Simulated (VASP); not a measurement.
# Pb (P6_3/mmc) in VASP: further runs

Pb is run at these levels: r2SCAN; tasks: single point.

All numbers are computed with VASP 6.6.1; they aren't measurements. Logs are shortened: lines on timing, memory, paths and dates and some standing lists are left out, and cuts for length are marked.

### Step 1. The cell of the first run

Symmetry: P6_3/mmc, No. 194, hexagonal system. Conventional cell: a = 3.654 Å, b = 3.654 Å, c = 5.450 Å, α = 90.00°, β = 90.00°, γ = 120.00°. Within 4.5 Å of Pb (site symmetry -6m2) lie 12 Pb at 3.45 to 3.65 Å.

This isn't the form of Pb at room conditions, which is fcc.

### Step 2. Single point, r2SCAN (strain +0.050 along x and y, -0.025 along z)

Contents of POSCAR:

```
Pb
1.0
    3.6540007251      0.0000000000      0.0000000000
   -1.8270003626      3.1644574534      0.0000000000
    0.0000000000      0.0000000000      5.4502500000
Pb
2
Direct
    0.3333333333      0.6666666667      0.2500000000
    0.6666666667      0.3333333333      0.7500000000
```

Contents of INCAR.step1:

```
SYSTEM = Pb
ALGO = Normal
EDIFF = 1E-4
ENCUT = 520
GGA = PE
ISMEAR = 0
LASPH = .TRUE.
LCHARG = .FALSE.
LREAL = .FALSE.
LWAVE = .TRUE.
NBANDS = 21
NELM = 100
PREC = Accurate
SIGMA = 0.15
```

Contents of INCAR.step2:

```
SYSTEM = Pb
ALGO = Normal
EDIFF = 1E-6
ENCUT = 520
ISIF = 2
ISMEAR = 0
ISTART = 1
LASPH = .TRUE.
LCHARG = .FALSE.
LMIXTAU = .TRUE.
LREAL = .FALSE.
LWAVE = .FALSE.
METAGGA = R2SCAN
NBANDS = 21
NELM = 100
PREC = Accurate
SIGMA = 0.15
```

Contents of KPOINTS:

```
k-points
0
G
  18 18 10
  0 0 0
```

Potentials or basis: VASP PAW PBE potentials, release 64 (Pb_d).

Command:

```sh
$ cat potpaw_PBE.64/Pb_d/POTCAR > POTCAR
$ cp INCAR.step1 INCAR
$ mpirun -np 1 vasp_std > vasp.out
$ cp INCAR.step2 INCAR
$ mpirun -np 1 vasp_std > vasp.out
```

OUTCAR:

```text
SYSTEM = Pb
   EDIFF = 1E-6
   ENCUT = 520
   ISIF = 2
   ISMEAR = 0
   ISTART = 1
   LASPH = .TRUE.
   LREAL = .FALSE.
   METAGGA = R2SCAN
   NELM = 100
   PREC = Accurate

 ion  position               nearest neighbor table
   1  0.333  0.667  0.250-   2 3.45   2 3.45   2 3.45   2 3.45   2 3.45   2 3.45
   2  0.667  0.333  0.750-   1 3.45   1 3.45   1 3.45   1 3.45   1 3.45   1 3.45

  LATTYP: Found a hexagonal cell.
 ALAT       =     3.6540007251
 C/A-ratio  =     1.4915842689

  Lattice vectors:

 A1 = (   3.6540007251,   0.0000000000,   0.0000000000)
 A2 = (  -1.8270003626,   3.1644574534,   0.0000000000)
 A3 = (   0.0000000000,   0.0000000000,   5.4502500000)

Analysis of symmetry for initial positions (statically):
=====================================================================
 Subroutine PRICEL returns:
 Original cell was already a primitive cell.

 Routine SETGRP: Setting up the symmetry group for a
 hexagonal supercell.

 Subroutine GETGRP returns: Found 24 space group operations
 (whereof 12 operations were pure point group operations)
 out of a pool of 24 trial point group operations.

The static configuration has the point symmetry D_3d.
 The point group associated with its full space group is D_6h.

Analysis of symmetry for dynamics (positions and initial velocities):
=====================================================================
 Subroutine PRICEL returns:
 Original cell was already a primitive cell.

 Routine SETGRP: Setting up the symmetry group for a
 hexagonal supercell.

 Subroutine GETGRP returns: Found 24 space group operations
 (whereof 12 operations were pure point group operations)
 out of a pool of 24 trial point group operations.

The dynamic configuration has the point symmetry D_3d.
 The point group associated with its full space group is D_6h.

 Subroutine INISYM returns: Found 24 space group operations
 (whereof 12 operations are pure point group operations),
 and found     1 'primitive' translations

----------------------------------------------------------------------------------------

                                     Primitive cell

  volume of cell :      63.0209

  direct lattice vectors                    reciprocal lattice vectors
     3.654000725  0.000000000  0.000000000     0.273672633  0.158004968  0.000000000
    -1.827000363  3.164457453  0.000000000     0.000000000  0.316009937  0.000000000
     0.000000000  0.000000000  5.450250000     0.000000000  0.000000000  0.183477822
[... 76 lines left out ...]
   ISTART =      1    job   : 0-new  1-cont  2-samecut
   ICHARG =      0    charge: 1-file 2-atom 10-const
   ISPIN  =      1    spin polarized calculation?
   LNONCOLLINEAR =      F non collinear calculations
   LSORBIT =      F    spin-orbit coupling
   LASPH  =      T    aspherical Exc in radial PAW
   ENCUT  =  520.0 eV  38.22 Ry    6.18 a.u.   6.79  6.79 10.13*2*pi/ulx,y,z
   NELM   =    100;   NELMIN=  2; NELMDL=  0     # of ELM steps
   EDIFF  = 0.1E-05   stopping-criterion for ELM
   LREAL  =      F    real-space projection
   EDIFFG = 0.1E-04   stopping-criterion for IOM
   NSW    =      0    number of steps for IOM
   IBRION =     -1    ionic relax: 0-MD 1-quasi-New 2-CG
   NFREE  =      0    steps in history (QN), initial steepest desc. (CG)
   ISIF   =      2    stress and relaxation
   ISYM   =      2    0-nonsym 1-usesym 2-fastsym
   POTIM  = 0.5000    time-step for ionic-motion
   TEBEG  =    0.0;   TEEND  =   0.0 temperature during run
   PSTRESS=    0.0 pullay stress
   NELECT =      28.0000    total number of electrons
   NUPDOWN=      -1.0000    fix difference up-down
   EMIN   =  10.00;   EMAX   =-10.00  energy-range for DOS
   EFERMI =   0.00;   METHOD = LEGACY
   ISMEAR =     0;   SIGMA  =   0.15  broadening in eV -4-tet -1-fermi 0-gaus
   EFERMI_NEDOS =   21; number of points for ismear=-14 and -15
   IALGO  =     38    algorithm
   IMIX   =      4    mixing-type and parameters
     AMIX     =   0.40;   BMIX     =  1.00
     AMIX_MAG =   1.60;   BMIX_MAG =  1.00
  volume/ion in A,a.u.               =      31.51       212.64
  Fermi-wavevector in a.u.,A,eV,Ry     =   1.249202  2.360650 21.231975  1.560506
  Thomas-Fermi vector in A             =   2.383254
   LORBIT       =      0    0 simple, 1 ext, 2 COOP (PROOUT), +10 PAW based schemes
   METAGGA = R2SCAN    functional components
   LHFCALC =     F    Hartree Fock is set to
   AEXX    =    0.0000 exact exchange contribution
   IVDW    =     0    specifies the selected vdW correction
   LEPSILON=     F    determine dielectric tensor
   LRPA    =     F    only Hartree local field effects (RPA)
 non-spin polarized calculation
 Gauss-broadening in eV      SIGMA  =   0.15
  energy-cutoff  :      520.00
  volume of cell :       63.02
 maximum number of plane-waves:      1720
 NGX is ok and might be reduce to    28
   NGX = 13   NGY = 13   NGZ = 21

 number of electron      27.9999993 magnetization

 Free energy of the ion-electron system (eV)
  ---------------------------------------------------
  ext. energy  EPLUGINS =         0.00000000
  ---------------------------------------------------
  free energy    TOTEN  =      -112.48205983 eV

  energy without entropy =     -112.47033342  energy(sigma->0) =     -112.47619663

 E-fermi :   6.8020     XC(G=0): -10.7119

 val. band max:        6.8017097049   @ k =   0.2778   0.2222   0.1000
 cond. band min:       6.8021583022   @ k =   0.2778   0.2222   0.2000
 fundamental gap:      0.0004485974
 Fermi energy:         6.8019744811

 k-point     1 :       0.0000    0.0000    0.0000
  band No.  band energies     occupation
      1     -10.9280      2.00000
      2     -10.8778      2.00000
      3     -10.8778      2.00000
      4     -10.8728      2.00000
      5     -10.8728      2.00000
      6     -10.8522      2.00000
[... 565 lines left out ...]
     20      14.3007      0.00000
     21      18.7493      0.00000

 [... further k-points ...]
[... 5 lines left out ...]
  --------------------------------------------------------------------------------------
  -------------------------------------------------------------------------------------
  Total       -0.5285011     -0.5285011      0.5923582      0.0000000      0.0000000      0.0000000
  in kB      -13.4360680    -13.4360680     15.0595046      0.0000000      0.0000000      0.0000000
  external PRESSURE =      -3.9375438 kB  Pullay stress =       0.0000000 kB

 VOLUME and BASIS-vectors are now :
 -----------------------------------------------------------------------------
  energy-cutoff  :      520.00
  volume of cell :       63.02
      direct lattice vectors                 reciprocal lattice vectors
     3.654000725  0.000000000  0.000000000     0.273672633  0.158004968  0.000000000
    -1.827000363  3.164457453  0.000000000     0.000000000  0.316009937  0.000000000
     0.000000000  0.000000000  5.450250000     0.000000000  0.000000000  0.183477822

 POSITION                                       TOTAL-FORCE (eV/Angst)
 -----------------------------------------------------------------------------------
     -0.00000      2.10964      1.36256        -0.000000     -0.000000      0.000000
      1.82700      1.05482      4.08769         0.000000      0.000000      0.000000
 -----------------------------------------------------------------------------------
    total drift:                               -0.000000      0.000000     -0.000000

  FREE ENERGIE OF THE ION-ELECTRON SYSTEM (eV)
  ---------------------------------------------------
  free  energy   TOTEN  =      -112.4820598349 eV

  energy  without entropy=     -112.4703334201  energy(sigma->0) =     -112.47619663
```

OUTCAR.step1:

```text
SYSTEM = Pb
   EDIFF = 1E-4
   ENCUT = 520
   GGA = PE
   ISMEAR = 0
   LASPH = .TRUE.
   LREAL = .FALSE.
[... 800 lines left out ...]
     -0.00000      2.10964      1.36256         0.000000     -0.000000      0.000000
      1.82700      1.05482      4.08769        -0.000000      0.000000      0.000000
 -----------------------------------------------------------------------------------
    total drift:                               -0.000000      0.000000     -0.000000

  FREE ENERGIE OF THE ION-ELECTRON SYSTEM (eV)
  ---------------------------------------------------
  free  energy   TOTEN  =        -7.0502336421 eV

  energy  without entropy=       -7.0374148640  energy(sigma->0) =       -7.04382425
```

Wall time 7.4 min (1 thread of Intel Xeon 6975P-C (Granite Rapids), shared host); peak memory 0.36 GiB.

What came out:

```
Free energy            : -112.4821 eV
Pressure               : -0.4 GPa
Band gap on the k mesh : zero (bands 14 and 15 overlap by 7.13 eV)
```

Caveat: the cell differs from its parent crystal (strain +0.050 along x and y, -0.025 along z); the PAW data sets were made with another functional, which shifts forces and pressure a little; spin-orbit coupling is left out, which moves the levels of the heavy elements.

### Step 3. Single point, r2SCAN (strain +0.025 along x and y, +0.025 along z)

Contents of POSCAR:

```
Pb
1.0
    3.5670007078      0.0000000000      0.0000000000
   -1.7835003539      3.0891132283      0.0000000000
    0.0000000000      0.0000000000      5.7297500000
Pb
2
Direct
    0.3333333333      0.6666666667      0.2500000000
    0.6666666667      0.3333333333      0.7500000000
```

Contents of INCAR.step1:

```
SYSTEM = Pb
ALGO = Normal
EDIFF = 1E-4
ENCUT = 520
GGA = PE
ISMEAR = 0
LASPH = .True.
LCHARG = .False.
LREAL = .False.
LWAVE = .True.
NBANDS = 21
NELM = 60
PREC = Accurate
SIGMA = 0.15
```

Contents of INCAR.step2:

```
SYSTEM = Pb
ALGO = Normal
EDIFF = 1E-6
ENCUT = 520
ISIF = 2
ISMEAR = 0
ISTART = 1
LASPH = .True.
LCHARG = .True.
LELF = .True.
LMIXTAU = .True.
LREAL = .False.
LVHAR = .True.
LWAVE = .False.
METAGGA = R2SCAN
NBANDS = 21
NELM = 60
PREC = Accurate
SIGMA = 0.15
```

Contents of KPOINTS:

```
k-points
0
Gamma
  18 18 10
  0 0 0
```

Potentials or basis: VASP PAW PBE potentials, release 64 (Pb_d).

Command:

```sh
$ cat potpaw_PBE.64/Pb_d/POTCAR > POTCAR
$ cp INCAR.step1 INCAR
$ mpirun -np 1 vasp_std > vasp.out
$ cp INCAR.step2 INCAR
$ mpirun -np 1 vasp_std > vasp.out
```

It took 7.9 min on 1 thread of Intel Xeon 6975P-C (Granite Rapids), shared host; peak memory 0.37 GiB.

The run converged. Its results:

```
Free energy            : -112.5269 eV
Pressure               : -0.8 GPa
Band gap on the k mesh : zero (bands 14 and 15 overlap by 7.59 eV)
```

Stress tensor (GPa, compression positive):
```
-1.28  0.00  0.00
 0.00 -1.28  0.00
 0.00  0.00  0.27
```

Levels at points of the mesh, in eV from the Fermi level:
```tsv
k point	band 10	band 11	band 12	band 13	band 14	band 15	band 16	band 17	band 18	band 19
(0.00, 0.00, 0.00)	-17.40	-11.97	-8.25	-4.09	5.41	5.41	7.24	7.24	7.86	8.94
(0.50, 0.00, 0.00)	-17.38	-8.63	-7.38	-2.85	-1.36	-0.46	1.92	1.99	5.62	6.42
(0.00, 0.00, 0.50)	-17.46	-10.73	-10.73	0.99	0.99	6.28	6.28	6.28	6.28	9.69
(0.50, 0.00, 0.50)	-17.39	-7.84	-7.84	-3.63	-3.63	3.39	3.39	3.66	3.66	7.35
```

Caveat: the cell differs from its parent crystal (strain +0.025 along x and y, +0.025 along z); the PAW data sets were made with another functional, which shifts forces and pressure a little; spin-orbit coupling is left out, which moves the levels of the heavy elements.
